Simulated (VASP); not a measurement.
# SnO2 (R-3m) in VASP: a series of runs

The runs below take SnO2 through single point, with PBE.

Everything below comes from runs of VASP 6.6.1. Logs are shortened: lines on timing, memory, paths and dates and some standing lists are left out, and cuts for length are marked.

### Step 1. The cell of the first run

It takes space group R-3m (No. 166, trigonal). Conventional cell: a = 3.234 Å, b = 3.234 Å, c = 14.755 Å, α = 90.00°, β = 90.00°, γ = 120.00°. Within 2.9 Å of Sn (site symmetry -3m) lie 6 O at 2.21 Å. Within 2.9 Å of O (site symmetry 3m) lie 3 Sn at 2.21 Å.

### Step 2. Single point, PBE

INCAR

```
SYSTEM = SnO2
PREC = Accurate
ENCUT = 520
EDIFF = 1E-6
ISMEAR = 0
SIGMA = 0.05
LREAL = .FALSE.
LASPH = .TRUE.
NELM = 60
ALGO = Normal
ISIF = 2
LWAVE = .FALSE.
LCHARG = .FALSE.
GGA = PE
NBANDS = 20
```

KPOINTS

```
Automatic mesh
0
G
  12 12 12
  0 0 0
```

POSCAR

```
SnO2
1.0
    1.6167660720      0.9334403269      4.9182553763
   -1.6167660720      0.9334403269      4.9182553763
    0.0000000000     -1.8668806537      4.9182553763
Sn O
1 2
Direct
    0.5000000000      0.5000000000      0.5000000000
    0.2464043750      0.2464043750      0.2464043750
    0.7535956250      0.7535956250      0.7535956250
```

Potentials or basis: VASP PAW PBE potentials, release 64 (Sn_d, O).

On the command line:

```bash
$ cat potpaw_PBE.64/Sn_d/POTCAR potpaw_PBE.64/O/POTCAR > POTCAR
$ mpirun -np 1 vasp_std > vasp.out
```

OUTCAR:

```text
SYSTEM = SnO2
   PREC = Accurate
   ENCUT = 520
   EDIFF = 1E-6
   ISMEAR = 0
   LREAL = .FALSE.
   LASPH = .TRUE.
   NELM = 60
   ISIF = 2
   GGA = PE

 ion  position               nearest neighbor table
   1  0.500  0.500  0.500-   2 2.21   3 2.21   2 2.21   2 2.21   3 2.21   3 2.21
   2  0.246  0.246  0.246-   1 2.21   1 2.21   1 2.21
   3  0.754  0.754  0.754-   1 2.21   1 2.21   1 2.21

  LATTYP: Found a trigonal (rhomboedric) cell.
 ALAT       =     5.2606538873
 COS(alpha) =     0.8110943660

  Lattice vectors:

 A1 = (   1.6167660720,   0.9334403269,   4.9182553763)
 A2 = (  -1.6167660720,   0.9334403269,   4.9182553763)
 A3 = (   0.0000000000,  -1.8668806537,   4.9182553763)

Analysis of symmetry for initial positions (statically):
=====================================================================
 Subroutine PRICEL returns:
 Original cell was already a primitive cell.

 Routine SETGRP: Setting up the symmetry group for a
 trigonal (rhombohedral) supercell.

 Subroutine GETGRP returns: Found 12 space group operations
 (whereof 12 operations were pure point group operations)
 out of a pool of 12 trial point group operations.

The static configuration has the point symmetry D_3d.

Analysis of symmetry for dynamics (positions and initial velocities):
=====================================================================
 Subroutine PRICEL returns:
 Original cell was already a primitive cell.

 Routine SETGRP: Setting up the symmetry group for a
 trigonal (rhombohedral) supercell.

 Subroutine GETGRP returns: Found 12 space group operations
 (whereof 12 operations were pure point group operations)
 out of a pool of 12 trial point group operations.

The dynamic configuration has the point symmetry D_3d.

 Subroutine INISYM returns: Found 12 space group operations
 (whereof 12 operations are pure point group operations),
 and found     1 'primitive' translations

----------------------------------------------------------------------------------------

                                     Primitive cell

  volume of cell :      44.5344

  direct lattice vectors                    reciprocal lattice vectors
     1.616766072  0.933440327  4.918255376     0.309259335  0.178550960  0.067774710
    -1.616766072  0.933440327  4.918255376    -0.309259335  0.178550960  0.067774710
     0.000000000 -1.866880654  4.918255376     0.000000000 -0.357101920  0.067774710

  length of vectors
     5.260653887  5.260653887  5.260653887     0.363476537  0.363476537  0.363476537

  position of ions in fractional coordinates (direct lattice)
     0.500000000  0.500000000  0.500000000
     0.246404375  0.246404375  0.246404375
     0.753595625  0.753595625  0.753595625

  ion indices of the primitive-cell ions
   primitive index   ion index
                 1           1
                 2           2
                 3           3

----------------------------------------------------------------------------------------

 KPOINTS: Automatic mesh

Automatic generation of k-mesh.
 Grid dimensions read from file:
 generate k-points for:   12   12   12

 Generating k-lattice:

  Cartesian coordinates                     Fractional coordinates (reciprocal lattice)
     0.025771611  0.014879247  0.005647893     0.083333333 -0.000000000  0.000000000
    -0.025771611  0.014879247  0.005647893    -0.000000000  0.083333333  0.000000000
     0.000000000 -0.029758493  0.005647893    -0.000000000 -0.000000000  0.083333333

  Length of vectors
     0.030289711  0.030289711  0.030289711

  Shift w.r.t. Gamma in fractional coordinates (k-lattice)
     0.000000000  0.000000000  0.000000000

 Subroutine IBZKPT returns following result:
 ===========================================

 Found    189 irreducible k-points:

 Following reciprocal coordinates:
            Coordinates               Weight
  0.000000  0.000000  0.000000      1.000000
  0.083333  0.000000  0.000000      6.000000
  0.166667 -0.000000  0.000000      6.000000
  0.250000 -0.000000  0.000000      6.000000
  0.333333 -0.000000 -0.000000      6.000000
  0.416667 -0.000000  0.000000      6.000000
[... 16 lines left out ...]
  0.500000  0.166667  0.000000     12.000000
 -0.416667  0.166667  0.000000     12.000000
 [... further k-points ...]
   k-points           NKPTS =    189   k-points in BZ     NKDIM =    189   number of bands    NBANDS=     20
   number of dos      NEDOS =    301   number of ions     NIONS =      3
   total plane-waves  NPLWV =  64000
   dimension x,y,z NGX =    40 NGY =   40 NGZ =   40
   dimension x,y,z NGXF=    80 NGYF=   80 NGZF=   80
   ions per type =               1   2
   NGX,Y,Z   is equivalent  to a cutoff of  12.64, 12.64, 12.64 a.u.
   NGXF,Y,Z  is equivalent  to a cutoff of  25.28, 25.28, 25.28 a.u.
 SYSTEM =  SnO2
   PREC   = accura    normal or accurate (medium, high low for compatibility)
   ISTART =      0    job   : 0-new  1-cont  2-samecut
   ICHARG =      2    charge: 1-file 2-atom 10-const
   ISPIN  =      1    spin polarized calculation?
   LNONCOLLINEAR =      F non collinear calculations
   LSORBIT =      F    spin-orbit coupling
   LASPH  =      T    aspherical Exc in radial PAW
   ENCUT  =  520.0 eV  38.22 Ry    6.18 a.u.   9.78  9.78  9.78*2*pi/ulx,y,z
   NELM   =     60;   NELMIN=  2; NELMDL= -5     # of ELM steps
   EDIFF  = 0.1E-05   stopping-criterion for ELM
   LREAL  =      F    real-space projection
   EDIFFG = 0.1E-04   stopping-criterion for IOM
   NSW    =      0    number of steps for IOM
   IBRION =     -1    ionic relax: 0-MD 1-quasi-New 2-CG
   NFREE  =      0    steps in history (QN), initial steepest desc. (CG)
   ISIF   =      2    stress and relaxation
   ISYM   =      2    0-nonsym 1-usesym 2-fastsym
   POTIM  = 0.5000    time-step for ionic-motion
   TEBEG  =    0.0;   TEEND  =   0.0 temperature during run
   PSTRESS=    0.0 pullay stress
   NELECT =      26.0000    total number of electrons
   NUPDOWN=      -1.0000    fix difference up-down
   EMIN   =  10.00;   EMAX   =-10.00  energy-range for DOS
   EFERMI =   0.00;   METHOD = LEGACY
   ISMEAR =     0;   SIGMA  =   0.05  broadening in eV -4-tet -1-fermi 0-gaus
   EFERMI_NEDOS =   21; number of points for ismear=-14 and -15
   IALGO  =     38    algorithm
   IMIX   =      4    mixing-type and parameters
     AMIX     =   0.40;   BMIX     =  1.00
     AMIX_MAG =   1.60;   BMIX_MAG =  1.00
  volume/ion in A,a.u.               =      14.84       100.18
  Fermi-wavevector in a.u.,A,eV,Ry     =   1.368256  2.585628 25.471788  1.872124
  Thomas-Fermi vector in A             =   2.494236
   LORBIT       =      0    0 simple, 1 ext, 2 COOP (PROOUT), +10 PAW based schemes
   GGA     = PE    functional components
   LHFCALC =     F    Hartree Fock is set to
   AEXX    =    0.0000 exact exchange contribution
   IVDW    =     0    specifies the selected vdW correction
   LEPSILON=     F    determine dielectric tensor
   LRPA    =     F    only Hartree local field effects (RPA)
 non-spin polarized calculation
 Gauss-broadening in eV      SIGMA  =   0.05
  energy-cutoff  :      520.00
  volume of cell :       44.53
 maximum number of plane-waves:      1218
   NGX = 19   NGY = 19   NGZ = 19

 number of electron      25.9999993 magnetization

 Free energy of the ion-electron system (eV)
  ---------------------------------------------------
  ext. energy  EPLUGINS =         0.00000000
  ---------------------------------------------------
  free energy    TOTEN  =       -17.85744867 eV

  energy without entropy =      -17.85744867  energy(sigma->0) =      -17.85744867

 E-fermi :   3.2779     XC(G=0): -10.0144

 val. band max:        3.0439946751   @ k =   0.0000   0.0000   0.0000
 cond. band min:       4.6122415661   @ k =   0.0000   0.0000   0.0000
 fundamental gap:      1.5682468910
 Fermi energy:         3.2779186885

 k-point     1 :       0.0000    0.0000    0.0000
  band No.  band energies     occupation
      1     -16.9490      2.00000
      2     -16.9166      2.00000
      3     -16.9166      2.00000
      4     -16.7527      2.00000
      5     -16.7527      2.00000
      6     -14.4617      2.00000
[... 12 lines left out ...]
     19      19.6998      0.00000
     20      19.7000      0.00000

 k-point     2 :       0.0833    0.0000    0.0000
  band No.  band energies     occupation
      1     -16.9502      2.00000
      2     -16.9281      2.00000
      3     -16.9017      2.00000
      4     -16.7740      2.00000
      5     -16.7550      2.00000
      6     -14.4060      2.00000
[... 12 lines left out ...]
     19      18.1718      0.00000
     20      19.8018      0.00000

 k-point     3 :       0.1667   -0.0000    0.0000
  band No.  band energies     occupation
      1     -17.0406      2.00000
      2     -16.8897      2.00000
      3     -16.8621      2.00000
      4     -16.8103      2.00000
      5     -16.7600      2.00000
      6     -14.2390      2.00000
[... 12 lines left out ...]
     19      16.8316      0.00000
     20      20.1494      0.00000

 k-point     4 :       0.2500   -0.0000    0.0000
  band No.  band energies     occupation
      1     -17.1751      2.00000
      2     -16.8666      2.00000
      3     -16.8158      2.00000
      4     -16.8107      2.00000
      5     -16.7583      2.00000
      6     -13.9747      2.00000
[... 12 lines left out ...]
     19      15.7959      0.00000
     20      19.9112      0.00000

 k-point     5 :       0.3333   -0.0000   -0.0000
  band No.  band energies     occupation
      1     -17.3053      2.00000
      2     -16.8853      2.00000
      3     -16.8009      2.00000
      4     -16.7656      2.00000
      5     -16.7245      2.00000
      6     -13.6598      2.00000
[... 12 lines left out ...]
     19      15.5006      0.00000
     20      18.6482      0.00000
[... 353 lines left out ...]
      6     -13.7884      2.00000
[... 12 lines left out ...]
     19      16.4430      0.00000
     20      18.5594      0.00000

 k-point    22 :       0.4167    0.1667    0.0000
  band No.  band energies     occupation
      1     -17.2654      2.00000
      2     -16.9118      2.00000
      3     -16.8530      2.00000
      4     -16.7913      2.00000
      5     -16.7062      2.00000
      6     -13.4494      2.00000
[... 12 lines left out ...]
     19      16.7369      0.00000
     20      17.6766      0.00000

 k-point    23 :       0.5000    0.1667    0.0000
  band No.  band energies     occupation
      1     -17.3237      2.00000
      2     -16.9180      2.00000
      3     -16.8660      2.00000
      4     -16.7597      2.00000
      5     -16.7027      2.00000
      6     -13.1427      2.00000
[... 12 lines left out ...]
     19      16.6858      0.00000
     20      17.4929      0.00000

 k-point    24 :      -0.4167    0.1667    0.0000
  band No.  band energies     occupation
      1     -17.3446      2.00000
      2     -16.9208      2.00000
      3     -16.8719      2.00000
      4     -16.7242      2.00000
      5     -16.7234      2.00000
      6     -13.0197      2.00000
[... 12 lines left out ...]
     19      16.1829      0.00000
     20      17.7694      0.00000

 [... further k-points ...]

------------------------ aborting loop because EDIFF is reached ----------------------------------------

  FORCE on cell =-STRESS in cart. coord.  units (eV):
  Direction    XX          YY          ZZ          XY          YZ          ZX
  --------------------------------------------------------------------------------------
  -------------------------------------------------------------------------------------
  Total       -2.0831627     -2.0831627     -4.4500686      0.0000000     -0.0000000      0.0000000
  in kB      -74.9441445    -74.9441445   -160.0962715      0.0000000     -0.0000000      0.0000000
  external PRESSURE =    -103.3281868 kB  Pullay stress =       0.0000000 kB

 VOLUME and BASIS-vectors are now :
 -----------------------------------------------------------------------------
  energy-cutoff  :      520.00
  volume of cell :       44.53
      direct lattice vectors                 reciprocal lattice vectors
     1.616766072  0.933440327  4.918255376     0.309259335  0.178550960  0.067774710
    -1.616766072  0.933440327  4.918255376    -0.309259335  0.178550960  0.067774710
     0.000000000 -1.866880654  4.918255376     0.000000000 -0.357101920  0.067774710

 POSITION                                       TOTAL-FORCE (eV/Angst)
 -----------------------------------------------------------------------------------
      0.00000      0.00000      7.37738        -0.000000     -0.000000      0.000000
      0.00000      0.00000      3.63564         0.000000     -0.000000     -2.002744
      0.00000      0.00000     11.11913         0.000000      0.000000      2.002744
 -----------------------------------------------------------------------------------
    total drift:                                0.000000      0.000000      0.000000

  FREE ENERGIE OF THE ION-ELECTRON SYSTEM (eV)
  ---------------------------------------------------
  free  energy   TOTEN  =       -17.8574486677 eV

  energy  without entropy=      -17.8574486677  energy(sigma->0) =      -17.85744867
```

It took 5 min on 1 thread of Intel Xeon 6975P-C, shared host; peak memory 0.34 GiB.

What came out:

* Free energy: -17.8574 eV
* Pressure: -10.3 GPa
* Largest force: 2.003 eV/Å
* Band gap on the k mesh: 1.57 eV, direct

Forces on the atoms (eV/Å):
```
Sn   0.000  0.000  0.000
O    0.000  0.000 -2.003
O    0.000  0.000  2.003
```

Caveat: spin-orbit coupling is left out, which moves the levels of the heavy elements; forces of over 1 eV/Å act on the atoms, so gaps and moduli don't describe the material at rest.

### Step 3. Single point, PBE

INCAR

```
SYSTEM = SnO2
PREC = Accurate ; ENCUT = 520
EDIFF = 1E-6 ; ISMEAR = 0
SIGMA = 0.05 ; LREAL = .FALSE.
LASPH = .TRUE. ; NELM = 80
ALGO = Normal ; ISIF = 2
LWAVE = .FALSE. ; LCHARG = .TRUE.
GGA = PE ; LELF = .TRUE.
LVHAR = .TRUE. ; NBANDS = 20
```

KPOINTS

```
regular mesh
0
G
  12 12 12
  0 0 0
```

POSCAR

```
SnO2
1.0
    1.6167660720      0.9334403269      4.9182553763
   -1.6167660720      0.9334403269      4.9182553763
    0.0000000000     -1.8668806537      4.9182553763
Sn O
1 2
Direct
    0.5000000000      0.5000000000      0.5000000000
    0.2233609734      0.2233609734      0.2233609734
    0.7766390266      0.7766390266      0.7766390266
```

Potentials or basis: VASP PAW PBE potentials, release 64 (Sn_d, O).

On the command line:

```bash
$ cat potpaw_PBE.64/Sn_d/POTCAR potpaw_PBE.64/O/POTCAR > POTCAR
$ mpirun -np 1 vasp_std > vasp.out
```

Wall time 5.6 min (1 thread of Intel Xeon 6975P-C, shared host); peak memory 0.34 GiB.

It converged, with:

```yaml
Free_energy: -17.7710 eV
Pressure: 16.1 GPa
Largest_force: 2.539 eV/Å
Band_gap_on_the_k_mesh: 2.27 eV, indirect (least direct gap 3.05 eV)
```

Forces in eV/Å, atoms in the order of the input:
```
Sn   0.000  0.000  0.000
O    0.000  0.000  2.539
O    0.000  0.000 -2.539
```

Stress tensor (GPa, compression positive):
```
16.78  0.00  0.00
 0.00 16.78  0.00
 0.00  0.00 14.65
```

Levels at points of the mesh, in eV from the valence-band top:
```
           k point  band 11  band 12  band 13  band 14  band 15  band 16
(0.00, 0.00, 0.00)    -1.25    -1.25    -0.77     2.27     6.35    10.34
(0.50, 0.00, 0.00)    -1.07    -0.50    -0.40     6.19     8.07     9.58
(0.50, 0.50, 0.00)    -0.89    -0.35    -0.20     6.06     7.20    10.41
(0.50, 0.50, 0.50)    -1.52    -1.23    -1.23     3.26     6.04    10.58
```

Caveat: spin-orbit coupling is left out, which moves the levels of the heavy elements; forces of over 1 eV/Å act on the atoms, so gaps and moduli don't describe the material at rest.

### Step 4. Single point, PBE

This run uses another cell than the first one, of 15.24 Å³/atom, 1.027 times its volume.

INCAR

```
PREC = Accurate
ENCUT = 520
EDIFF = 1E-7
ISMEAR = 0
SIGMA = 0.05
LREAL = F
LASPH = T
NELM = 80
ALGO = Normal
ISIF = 2
LWAVE = F
LCHARG = F
GGA = PE
NBANDS = 20
```

KPOINTS

```
Automatic mesh
0
Gamma
  12 12 12
```

POSCAR

```
SnO2
1.0
    1.6310229378      0.9416715322      4.9616252294
   -1.6310229378      0.9416715322      4.9616252294
    0.0000000000     -1.8833430644      4.9616252294
Sn O
1 2
Direct
    0.5000000000      0.5000000000      0.5000000000
    0.2233609734      0.2233609734      0.2233609734
    0.7766390266      0.7766390266      0.7766390266
```

On the command line:

```bash
$ cat potpaw_PBE.64/Sn_d/POTCAR potpaw_PBE.64/O/POTCAR > POTCAR
$ mpirun -np 1 vasp_std > vasp.out
```

It took 2.1 min on 1 thread of Intel Xeon 6975P-C (Granite Rapids), shared host; peak memory 0.34 GiB.

The run converged. Its results:

```yaml
Free_energy: -17.8732 eV
Pressure: 11.2 GPa
Largest_force: 2.145 eV/Å
Band_gap_on_the_k_mesh: 2.07 eV, indirect (least direct gap 2.80 eV)
```

Forces in eV/Å, atoms in the order of the input:
```
Sn   0.000  0.000  0.000
O    0.000  0.000  2.145
O    0.000  0.000 -2.145
```

Stress tensor (GPa, compression positive):
```
10.78  0.00  0.00
 0.00 10.78  0.00
 0.00  0.00 12.04
```

Levels at points of the mesh, in eV from the valence-band top:
```csv
k point,band 9,band 10,band 11,band 12,band 13,band 14,band 15,band 16,band 17,band 18
"(0.00, 0.00, 0.00)",-1.61,-1.61,-1.26,-1.26,-0.72,2.07,6.19,10.16,11.14,11.14
"(0.50, 0.00, 0.00)",-4.26,-3.78,-1.03,-0.48,-0.43,5.92,7.89,9.47,11.78,13.32
"(0.50, 0.50, 0.00)",-4.38,-3.81,-0.86,-0.37,-0.20,5.80,7.06,10.33,11.01,13.88
"(0.50, 0.50, 0.50)",-1.63,-1.63,-1.45,-1.25,-1.25,3.02,5.88,10.51,11.26,11.26
```

Caveat: spin-orbit coupling is left out, which moves the levels of the heavy elements; forces of over 1 eV/Å act on the atoms, so gaps and moduli don't describe the material at rest. As with any semilocal functional, this PBE gap is likely too small.
